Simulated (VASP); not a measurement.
Crystal: PbS.

```xyz
2
Lattice="3.6351 0.0000 0.0000 0.0000 3.6351 0.0000 0.0000 0.0000 3.6351" Properties=species:S:1:pos:R:3 pbc="T T T"
Pb    0.0000    0.0000    0.0000
S     1.8176    1.8176    1.8176
```

Base run:

```yaml
Program: VASP 6.6.1
Functional: r2SCAN
Potentials_or_basis: VASP PAW PBE potentials, release 64 (Pb_d, S)
Cutoff: 550 eV
k_mesh: 6 × 6 × 6
Occupations: fermi-dirac, width 0.02 eV
Spin: no spin polarisation
```

Its results: band gap on the k mesh zero (bands 10 and 11 overlap by 0.31 eV); pressure 0.0 GPa.

Task: The run is repeated on the same cell with these changes: functional from r2SCAN to PBE; cutoff from 550 eV to 500 eV. What comes out?

Result: Band gap on the k mesh zero (bands 10 and 11 overlap by 0.55 eV); pressure 0.9 GPa.

Caveats: semilocal functionals underestimate gaps, so a narrow gap can read as zero; spin-orbit coupling is left out, which moves the levels of the heavy elements; the PAW data sets were made with another functional, which shifts forces and pressure a little (at least some runs).
